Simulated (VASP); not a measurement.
KBr, 2 atoms in the cell. It takes space group Fm-3m (No. 225, cubic). Conventional cell: a = 6.375 Å, b = 6.375 Å, c = 6.375 Å, α = 90.00°, β = 90.00°, γ = 90.00°. Within 4.2 Å of K (site symmetry m-3m) lie 6 Br at 3.19 Å. Br (site symmetry m-3m) has 6 K at 3.19 Å within 4.2 Å. 

| Item | Value |
| --- | --- |
| Program | VASP 6.6.1 |
| Task | single point |
| Functional | LDA |
| Potentials or basis | VASP PAW LDA potentials, release 64 (K_sv, Br) |
| Cutoff | 520 eV |
| k mesh | 6 × 6 × 6 |
| Occupations | gaussian, width 0.01 eV |
| Spin | no spin polarisation |
| Dipole correction | no |
| Further INCAR settings | ALGO = Normal; EDIFF = 1e-06; NBANDS = 15 |

Potentials or basis: VASP PAW LDA potentials, release 64 (K_sv, Br).

Launch:

```bash
$ cat potpaw_LDA.64/K_sv/POTCAR potpaw_LDA.64/Br/POTCAR > POTCAR
$ mpirun -np 1 vasp_std > vasp.out
```

Hardware: 1 thread of Intel(R) Xeon(R) Platinum 8559C (Emerald Rapids), on a shared host.

Question: Estimate the wall time of this run.

Answer: Wall time 6.4 s on 1 thread of Intel(R) Xeon(R) Platinum 8559C (Emerald Rapids), with other jobs on the host, peak memory 0.17 GiB. Counts: scf iterations 12, k points 16.
